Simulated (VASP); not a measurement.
# BN (P6_3/mmc) in VASP: notebook

BN is run at these levels: r2SCAN; tasks: relaxation of cell and atoms.

Everything below comes from runs of VASP 6.6.1. Logs are shortened: lines on timing, memory, paths and dates and some standing lists are left out, and cuts for length are marked.

### 1 The cell of the first run

Symmetry: P6_3/mmc, No. 194, hexagonal system. The conventional cell has a = 2.501 Å, b = 2.501 Å, c = 6.872 Å, α = 90.00°, β = 90.00°, γ = 120.00°. B (site symmetry -6m2) has 3 N at 1.44 Å within 1.9 Å. Within 1.9 Å of N (site symmetry -6m2) lie 3 B at 1.44 Å.

### 2 Relaxation of cell and atoms, r2SCAN, target pressure 10 GPa, at which the enthalpy is minimised

POSCAR

```
BN
1.0
    2.5009401976      0.0000000000      0.0000000000
   -1.2504700988      2.1658777445      0.0000000000
    0.0000000000      0.0000000000      6.8720656452
B N
2 2
Direct
    0.3333333333      0.6666666667      0.2500000000
    0.6666666667      0.3333333333      0.7500000000
    0.3333333333      0.6666666667      0.7500000000
    0.6666666667      0.3333333333      0.2500000000
```

INCAR.step1

```
PREC = Accurate
ENCUT = 600
ISMEAR = 0
SIGMA = 0.01
LREAL = False
LASPH = True
NELM = 80
GGA = PE
ALGO = Normal
EDIFF = 1E-4
LWAVE = True
LCHARG = False
```

INCAR.step2

```
PREC = Accurate
ENCUT = 600
EDIFF = 1E-6
ISMEAR = 0
SIGMA = 0.01
LREAL = False
LASPH = True
NELM = 80
ALGO = Normal
ISIF = 3
LWAVE = False
LCHARG = False
METAGGA = R2SCAN
LMIXTAU = True
IBRION = 2
NSW = 100
EDIFFG = -0.002
PSTRESS = 100.0
ISTART = 1
```

KPOINTS

```
Automatic mesh
0
Gamma
  10 10 4
```

Potentials or basis: VASP PAW PBE potentials, release 64 (B, N).

The run is started by

```sh
$ cat potpaw_PBE.64/B/POTCAR potpaw_PBE.64/N/POTCAR > POTCAR
$ cp INCAR.step1 INCAR
$ mpirun -np 1 vasp_std > vasp.out
$ cp INCAR.step2 INCAR
$ mpirun -np 1 vasp_std > vasp.out
```

OUTCAR:

```text
PREC = Accurate
   ENCUT = 600
   EDIFF = 1E-6
   ISMEAR = 0
   LREAL = False
   LASPH = True
   NELM = 80
   ISIF = 3
   METAGGA = R2SCAN
   IBRION = 2
   NSW = 100
   EDIFFG = -0.002
   PSTRESS = 100.0
   ISTART = 1

 ion  position               nearest neighbor table
   1  0.333  0.667  0.250-   4 1.44   4 1.44   4 1.44
   2  0.667  0.333  0.750-   3 1.44   3 1.44   3 1.44
   3  0.333  0.667  0.750-   2 1.44   2 1.44   2 1.44
   4  0.667  0.333  0.250-   1 1.44   1 1.44   1 1.44

  LATTYP: Found a hexagonal cell.
 ALAT       =     2.5009401976
 C/A-ratio  =     2.7477928708

  Lattice vectors:

 A1 = (   2.5009401976,   0.0000000000,   0.0000000000)
 A2 = (  -1.2504700988,   2.1658777445,   0.0000000000)
 A3 = (   0.0000000000,   0.0000000000,   6.8720656452)

Analysis of symmetry for initial positions (statically):
=====================================================================
 Subroutine PRICEL returns:
 Original cell was already a primitive cell.

 Routine SETGRP: Setting up the symmetry group for a
 hexagonal supercell.

 Subroutine GETGRP returns: Found 24 space group operations
 (whereof 12 operations were pure point group operations)
 out of a pool of 24 trial point group operations.

The static configuration has the point symmetry D_3d.
 The point group associated with its full space group is D_6h.

Analysis of symmetry for dynamics (positions and initial velocities):
=====================================================================
 Subroutine PRICEL returns:
 Original cell was already a primitive cell.

 Routine SETGRP: Setting up the symmetry group for a
 hexagonal supercell.

 Subroutine GETGRP returns: Found 24 space group operations
 (whereof 12 operations were pure point group operations)
 out of a pool of 24 trial point group operations.

The dynamic configuration has the point symmetry D_3d.
 The point group associated with its full space group is D_6h.

 Subroutine INISYM returns: Found 24 space group operations
 (whereof 12 operations are pure point group operations),
 and found     1 'primitive' translations

----------------------------------------------------------------------------------------

                                     Primitive cell

  volume of cell :      37.2241

  direct lattice vectors                    reciprocal lattice vectors
     2.500940198  0.000000000  0.000000000     0.399849625  0.230853289  0.000000000
    -1.250470099  2.165877744  0.000000000     0.000000000  0.461706577  0.000000000
     0.000000000  0.000000000  6.872065645     0.000000000  0.000000000  0.145516654

  length of vectors
[... 120 lines left out ...]
  energy-cutoff  :      600.00
  volume of cell :       37.22
 maximum number of plane-waves:      1263
 NGX is ok and might be reduce to    20
   NGX =  9   NGY =  9   NGZ = 27

--------------------------------------- Ionic step        1  -------------------------------------------

 number of electron      15.9999998 magnetization

 Free energy of the ion-electron system (eV)
  ---------------------------------------------------
  ext. energy  EPLUGINS =         0.00000000
  ---------------------------------------------------
  free energy    TOTEN  =       -38.59984481 eV

  energy without entropy =      -38.59984481  energy(sigma->0) =      -38.59984481

------------------------ aborting loop because EDIFF is reached ----------------------------------------

  FORCE on cell =-STRESS in cart. coord.  units (eV):
  Direction    XX          YY          ZZ          XY          YZ          ZX
  --------------------------------------------------------------------------------------
  -------------------------------------------------------------------------------------
  Total        0.1575689      0.1575689     -0.0245835      0.0000000     -0.0000000      0.0000000
  in kB        6.7819821      6.7819821     -1.0581053      0.0000000     -0.0000000      0.0000000
  external PRESSURE =     -95.8313804 kB  Pullay stress =     100.0000000 kB
[... 103 lines left out ...]
  energy  without entropy=      -38.5553664978  energy(sigma->0) =      -38.55536650

  enthalpy is  TOTEN    =       -36.3205410425 eV   P V=        2.2348254553

[... ionic steps 4 to 7 ...]

--------------------------------------- Ionic step        8  -------------------------------------------

 number of electron      15.9999998 magnetization

------------------------ aborting loop because EDIFF is reached ----------------------------------------
[... 75 lines left out ...]
--------------------------------------- Ionic step       10  -------------------------------------------

 number of electron      15.9999998 magnetization

 Free energy of the ion-electron system (eV)
  ---------------------------------------------------
  ext. energy  EPLUGINS =         0.00000000
  ---------------------------------------------------
  free energy    TOTEN  =       -38.45980052 eV

  energy without entropy =      -38.45980052  energy(sigma->0) =      -38.45980052

 E-fermi :   3.4332     XC(G=0): -11.7104

 val. band max:        3.3846552722   @ k =   0.3000   0.3000   0.0000
 cond. band min:       8.1720004874   @ k =   0.5000   0.0000   0.2500
 fundamental gap:      4.7873452152
 Fermi energy:         3.4331728156

 k-point     1 :       0.0000    0.0000    0.0000
  band No.  band energies     occupation
      1     -15.8502      2.00000
      2     -15.0937      2.00000
      3      -3.8940      2.00000
      4       0.0803      2.00000
      5       1.9654      2.00000
      6       1.9654      2.00000
      7       2.1011      2.00000
      8       2.1011      2.00000
      9      10.3013      0.00000
     10      15.6866      0.00000
     11      15.6866      0.00000
     12      16.0449      0.00000
[... 331 lines left out ...]
 k-point    24 :       0.4000    0.1000    0.2500
  band No.  band energies     occupation
      1     -12.3699      2.00000
      2     -12.1685      2.00000
      3      -5.7446      2.00000
      4      -5.5942      2.00000
      5      -1.5737      2.00000
      6      -1.4085      2.00000
      7       1.4858      2.00000
      8       3.0194      2.00000
      9       8.5552      0.00000
     10      10.1149      0.00000
     11      15.0141      0.00000
     12      15.0291      0.00000

 [... further k-points ...]

------------------------ aborting loop because EDIFF is reached ----------------------------------------

  FORCE on cell =-STRESS in cart. coord.  units (eV):
  Direction    XX          YY          ZZ          XY          YZ          ZX
  --------------------------------------------------------------------------------------
  -------------------------------------------------------------------------------------
  Total        1.9379604      1.9379604      1.9340242      0.0000000     -0.0000000      0.0000000
  in kB      100.2351523    100.2351523    100.0315646      0.0000000     -0.0000000      0.0000000
  external PRESSURE =       0.1672897 kB  Pullay stress =     100.0000000 kB
[... 23 lines left out ...]
  energy  without entropy=      -38.4598005198  energy(sigma->0) =      -38.45980052

  enthalpy is  TOTEN    =       -36.5263866351 eV   P V=        1.9334138847

 reached required accuracy - stopping structural energy minimisation
```

OUTCAR.step1:

```text
PREC = Accurate
   ENCUT = 600
   ISMEAR = 0
   LREAL = False
   LASPH = True
[... 591 lines left out ...]
     -0.00000      1.44392      1.71802        -0.000000     -0.000000      0.000000
      1.25047      0.72196      5.15405         0.000000     -0.000000      0.000000
     -0.00000      1.44392      5.15405         0.000000      0.000000      0.000000
      1.25047      0.72196      1.71802         0.000000      0.000000      0.000000
 -----------------------------------------------------------------------------------
    total drift:                               -0.000000      0.000000      0.000000

  FREE ENERGIE OF THE ION-ELECTRON SYSTEM (eV)
  ---------------------------------------------------
  free  energy   TOTEN  =       -35.1759002497 eV

  energy  without entropy=      -35.1759002497  energy(sigma->0) =      -35.17590025
```

It took 14 min on 1 thread of Intel Xeon Platinum 8259CL at 2.50GHz (Skylake/Cascade Lake), shared host; peak memory 0.17 GiB.

What came out:

```yaml
Free_energy: -38.4598 eV
Relaxed_volume: 7.74 Å³/atom
Relaxed_cell: a = 2.484 Å, b = 2.484 Å, c = 5.796 Å, α = 90.00°, β = 90.00°, γ = 120.00°
Space_group_after_relaxing_to_0.05_Å: P6_3/mmc (No. 194)
Energy_change_on_relaxing_the_enthalpy_is_what_falls: +35.0 meV/atom
Ionic_steps: 10
Pressure_after_relaxing: 10.0 GPa
Band_gap_on_the_k_mesh: 4.79 eV, indirect (least direct gap 5.00 eV)
```

Step by step:
```tsv
step	energy change (eV)	largest force (eV/Å)	pressure (GPa)	volume (Å³)
1	0.0000	0.0000	0.42	37.22
2	0.1921	0.0000	22.59	34.31
3	0.0445	0.0000	10.21	35.81
4	0.0444	0.0000	10.19	34.58
5	0.1486	0.0000	11.89	30.86
6	0.1151	0.0000	3.54	31.59
7	0.1374	0.0000	9.97	31.02
8	0.1376	0.0000	10.01	31.02
9	0.1386	0.0000	10.01	31.00
10	0.1400	0.0000	10.02	30.98
```

Final structure:
```
B N
1.0
     2.48424    0.00000    0.00000
    -1.24212    2.15141    0.00000
     0.00000    0.00000    5.79587
B N
2 2
Direct
  0.33333 0.66667 0.25000
  0.66667 0.33333 0.75000
  0.33333 0.66667 0.75000
  0.66667 0.33333 0.25000
```

Levels at points of the mesh, in eV from the valence-band top:
```csv
k point,band 6,band 7,band 8,band 9,band 10,band 11
"(0.00, 0.00, 0.00)",-1.42,-1.28,-1.28,6.92,12.30,12.30
"(0.50, 0.00, 0.00)",-4.24,-2.10,-0.21,4.80,7.19,10.63
"(0.00, 0.00, 0.50)",-1.35,-1.35,-1.35,10.20,10.20,12.47
"(0.50, 0.00, 0.50)",-4.35,-1.02,-1.02,5.34,5.34,10.92
```

Caveat: the cell is relaxed towards a set pressure, so the enthalpy falls and the energy may rise; the volume moved by over 15 % at a fixed basis, so the end points are rough; the PAW data sets were made with another functional, which shifts forces and pressure a little. r2SCAN opens gaps a little over a GGA but as a rule still falls short of measured ones.

### 3 Relaxation of cell and atoms, r2SCAN, target pressure 15 GPa, at which the enthalpy is minimised

POSCAR is that of step 2.

INCAR.step1

```
PREC     = Accurate       # precision mode
ENCUT    = 600            # plane-wave cutoff, eV
ISMEAR   = 0              # smearing method
SIGMA    = 0.01           # smearing width, eV
LREAL    = F              # projectors in reciprocal space
LASPH    = T              # aspherical terms in the spheres
NELM     = 100            # most SCF steps
GGA      = PE             # functional
ALGO     = Normal         # electronic algorithm
EDIFF    = 1E-4           # SCF threshold, eV
LWAVE    = T              # write WAVECAR
LCHARG   = F              # write CHGCAR
```

INCAR.step2

```
PREC     = Accurate       # precision mode
ENCUT    = 600            # plane-wave cutoff, eV
EDIFF    = 1E-7           # SCF threshold, eV
ISMEAR   = 0              # smearing method
SIGMA    = 0.01           # smearing width, eV
LREAL    = F              # projectors in reciprocal space
LASPH    = T              # aspherical terms in the spheres
NELM     = 100            # most SCF steps
ALGO     = Normal         # electronic algorithm
ISIF     = 3              # what is computed and relaxed
LWAVE    = F              # write WAVECAR
LCHARG   = F              # write CHGCAR
METAGGA  = R2SCAN         # meta-GGA
LMIXTAU  = T            
IBRION   = 2              # ionic algorithm
NSW      = 100            # ionic steps
EDIFFG   = -0.002         # ionic threshold
PSTRESS  = 150.0        
ISTART   = 1
```

KPOINTS is that of step 2.

Potentials or basis: VASP PAW PBE potentials, release 64 (B, N).

The run is started by

```sh
$ cat potpaw_PBE.64/B/POTCAR potpaw_PBE.64/N/POTCAR > POTCAR
$ cp INCAR.step1 INCAR
$ mpirun -np 1 vasp_std > vasp.out
$ cp INCAR.step2 INCAR
$ mpirun -np 1 vasp_std > vasp.out
```

Run time: 23 min. Hardware: 1 thread of Intel Xeon Platinum 8259CL at 2.50GHz (Skylake/Cascade Lake), shared host; peak memory 0.17 GiB.

Results (log left out):

* Free energy: -38.3561 eV
* Relaxed volume: 7.41 Å³/atom
* Relaxed cell: a = 2.477 Å, b = 2.477 Å, c = 5.578 Å, α = 90.00°, β = 90.00°, γ = 120.00°
* Space group after relaxing (to 0.05 Å): P6_3/mmc (No. 194)
* Energy change on relaxing (the enthalpy is what falls): +60.9 meV/atom
* Ionic steps: 12
* Pressure after relaxing: 15.0 GPa
* Band gap on the k mesh: 4.71 eV, indirect (least direct gap 5.02 eV)

Step by step:
```
step  energy change (eV)  largest force (eV/Å)  pressure (GPa)  volume (Å³)
   1              0.0000                0.0000            0.42        37.22
   2              0.4631                0.0000           37.44        32.85
   3              0.0919                0.0000           15.04        35.20
   4              0.0899                0.0000           14.97        33.52
   5              0.3811                0.0000           19.60        28.41
   6              0.2254                0.0000           17.08        29.88
   7              0.2592                0.0000           17.62        29.49
   8              0.1971                0.0000            6.79        30.34
   9              0.2385                0.0000           14.94        29.69
  10              0.2389                0.0000           14.99        29.69
  11              0.2410                0.0000           15.00        29.67
  12              0.2438                0.0000           15.02        29.63
```

Final structure:
```
CELL_PARAMETERS angstrom
2.47681 0.00000 0.00000
-1.23840 2.14498 0.00000
0.00000 0.00000 5.57809
ATOMIC_POSITIONS crystal
B 0.33333 0.66667 0.25000
B 0.66667 0.33333 0.75000
N 0.33333 0.66667 0.75000
N 0.66667 0.33333 0.25000
```

Levels at points of the mesh, in eV from the valence-band top:
| k point | band 4 | band 5 | band 6 | band 7 | band 8 | band 9 | band 10 | band 11 | band 12 |
| --- | --- | --- | --- | --- | --- | --- | --- | --- | --- |
| (0.00, 0.00, 0.00) | -3.03 | -1.51 | -1.51 | -1.33 | -1.33 | 7.36 | 12.23 | 12.23 | 13.43 |
| (0.50, 0.00, 0.00) | -9.39 | -4.59 | -4.30 | -2.41 | -0.23 | 4.79 | 7.48 | 10.53 | 10.79 |
| (0.00, 0.00, 0.50) | -5.66 | -1.42 | -1.42 | -1.42 | -1.42 | 10.82 | 10.82 | 12.45 | 12.45 |
| (0.50, 0.00, 0.50) | -9.56 | -4.45 | -4.45 | -1.11 | -1.11 | 5.30 | 5.30 | 10.95 | 10.95 |

Caveat: the cell is relaxed towards a set pressure, so the enthalpy falls and the energy may rise; the volume moved by over 15 % at a fixed basis, so the end points are rough; the PAW data sets were made with another functional, which shifts forces and pressure a little.
